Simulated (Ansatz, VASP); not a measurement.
**Ge3PdO4 in VASP and in Ansatz**

The input INCAR:

```
SYSTEM = Ge3PdO4
  PREC = Accurate
  ENCUT = 600
  EDIFF = 1E-7
  ISMEAR = 0
  SIGMA = 0.1
  LREAL = .False.
  LASPH = .True.
  NELM = 60
  ALGO = Normal
  ISIF = 3
  LWAVE = .False.
  LCHARG = .False.
  GGA = PE
  IBRION = 2
  NSW = 90
  EDIFFG = -0.04
```

KPOINTS

```
Automatic mesh
0
Gamma
  4 4 4
  0 0 0
```

Contents of POSCAR:

```
Ge3PdO4
1.0
   -3.1954600900      3.1954600900      3.1954600900
    3.1954600900     -3.1954600900      3.1954600900
    3.1954600900      3.1954600900     -3.1954600900
Ge Pd O
3 1 4
Direct
    0.0000000000      0.5000000000      0.5000000000
    0.5000000000      0.0000000000      0.5000000000
    0.5000000000      0.5000000000      0.0000000000
    0.0000000000      0.0000000000      0.0000000000
    0.5000000000      0.5000000000      0.5000000000
    0.0000000000      0.0000000000      0.5000000000
    0.0000000000      0.5000000000      0.0000000000
    0.5000000000      0.0000000000      0.0000000000
```

Input for Ansatz:

```yaml
crystal:
  lattice:
    - [-3.19546009, 3.19546009, 3.19546009]
    - [3.19546009, -3.19546009, 3.19546009]
    - [3.19546009, 3.19546009, -3.19546009]
  atoms:
    - { symbol: Ge, position: [0.0, 0.5, 0.5] }
    - { symbol: Ge, position: [0.5, 0.0, 0.5] }
    - { symbol: Ge, position: [0.5, 0.5, 0.0] }
    - { symbol: Pd, position: [0.0, 0.0, 0.0] }
    - { symbol: O, position: [0.5, 0.5, 0.5] }
    - { symbol: O, position: [0.0, 0.0, 0.5] }
    - { symbol: O, position: [0.0, 0.5, 0.0] }
    - { symbol: O, position: [0.5, 0.0, 0.0] }
basis:
  ecutwfc: 420
kpoints:
  mp_grid: { grid: [4, 4, 4] }
hamiltonian:
  xc: pbe
scf:
  occupations: { method: gaussian, width: 0.1 }
  lower_state_search: "off"
output:
  forces: true
  stress: true
  eigenvalues: true
relax:
  adjacent_minimum: "off"
  f_tol: 0.04
  max_steps: 70
  cell: { stress_tol: 0.4 }
```

Alike in both runs: task relaxation of cell and atoms; functional PBE; k mesh 4 × 4 × 4; occupations gaussian, width 0.1 eV; no spin polarisation.

```csv
,VASP,Ansatz
version,VASP 6.6.1,Ansatz 0.2.0
potentials or method,"VASP PAW PBE potentials, release 64 (Ge_d, Pd, O), cutoff 600 eV","scalar-relativistic, plane waves, PAW"
valence electrons in the cell,76,84
```

Ansatz gave:

```
gap on the k mesh at the Fermi level, each at its own relaxed structure (eV) : none
relaxed volume (Å³/atom)                                                     : 11.86
relaxed length of the cell vector where the two differ most in proportion (Å)              : 4.977
```

Which values does VASP return?

gap on the k mesh at the Fermi level, each at its own relaxed structure (eV): none; relaxed volume (Å³/atom): 11.93; relaxed length of the cell vector where the two differ most in proportion (Å): 4.986.

A gap of «none» marks a metal or a gap that the smearing closes. VASP's potentials hold 76 valence electrons a cell and Ansatz's 84, so a difference there can come from the potentials and not from the codes.

Noted on VASP's run: the volume moved by over 15 % at a fixed basis, so the end points are rough.
